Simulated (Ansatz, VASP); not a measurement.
**Sn in VASP and in Ansatz**

```
Sn
1.0
    -2.91615    2.91615    1.59115
     2.91615   -2.91615    1.59115
     2.91615    2.91615   -1.59115
Sn
2
Cartesian
  0.0000 0.0000 0.0000
  0.0000 2.9162 0.7956
```

Alike in both runs: task single point; functional PBEsol; k mesh 6 × 6 × 6; occupations gaussian, width 0.1 eV; no spin polarisation.

|  | VASP | Ansatz |
| --- | --- | --- |
| version | VASP 6.6.1 | Ansatz 0.2.0 |
| potentials or method | VASP PAW PBE potentials, release 64 (Sn_d), cutoff 520 eV | scalar-relativistic, plane waves, PAW |
| valence electrons in the cell | 28 | 28 |

|  | VASP | Ansatz | Ansatz less VASP |
| --- | --- | --- | --- |
| gap on the k mesh at the Fermi level (eV) | none | none | - |
| pressure (GPa) | -0.5 | -0.4 | +0.06 |
| traceless stress, the component that is largest in VASP (GPa) | -1.35 | -1.35 | -0.003 |

VASP's potentials were made for PBE, not for PBEsol, and Ansatz warns of the same on its side. A gap of «none» marks a metal or a gap that the smearing closes.

The k mesh is coarse, so the values compare programs but aren't converged.
